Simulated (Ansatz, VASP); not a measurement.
**Zn in VASP and in Ansatz**

File INCAR:

```
SYSTEM = Zn
  PREC = Accurate
  ENCUT = 520
  EDIFF = 1E-6
  ISMEAR = 0
  SIGMA = 0.15
  LREAL = .False.
  LASPH = .True.
  NELM = 100
  ALGO = Normal
  ISIF = 2
  LWAVE = .False.
  LCHARG = .False.
  GGA = PE
  NBANDS = 12
```

The input KPOINTS:

```
regular mesh
0
Gamma
  20 20 20
  0 0 0
```

The input POSCAR:

```
Zn
1.0
    0.0000000000      2.0138954000      1.9647760000
    2.0138954000      0.0000000000      1.9647760000
    2.0138954000      2.0138954000      0.0000000000
Zn
1
Direct
    0.0000000000      0.0000000000      0.0000000000
```

Input for Ansatz:

```yaml
crystal:
  lattice:
    - [0.0, 2.0138954, 1.964776]
    - [2.0138954, 0.0, 1.964776]
    - [2.0138954, 2.0138954, 0.0]
  atoms:
    - { symbol: Zn, position: [0.0, 0.0, 0.0] }
basis:
  ecutwfc: 420
kpoints:
  mp_grid: { grid: [20, 20, 20] }
hamiltonian:
  xc: pbe
scf:
  occupations: { method: gaussian, width: 0.15 }
output:
  forces: true
  stress: true
  eigenvalues: true
```

Change from the starting cell: strain +0.025 along x and y, +0.000 along z, atoms carried along.

Alike in both runs: task single point; functional PBE; k mesh 20 × 20 × 20; occupations gaussian, width 0.15 eV; no spin polarisation.

```csv
,VASP,Ansatz
version,VASP 6.6.1,Ansatz 0.2.0
potentials or method,"VASP PAW PBE potentials, release 64 (Zn), cutoff 520 eV","scalar-relativistic, plane waves, PAW"
valence electrons in the cell,12,12
```

VASP gave:

- gap on the k mesh at the Fermi level (eV): none
- pressure (GPa): -2.7
- traceless stress, the component that is largest in VASP (GPa): 1.06

Question: Estimate Ansatz's values.

Answer: gap on the k mesh at the Fermi level (eV): none; pressure (GPa): -3.0; traceless stress, the component that is largest in VASP (GPa): 1.06.

A gap of «none» marks a metal or a gap that the smearing closes. With one functional, cell and mesh, what is left measures potentials, basis and numerics.
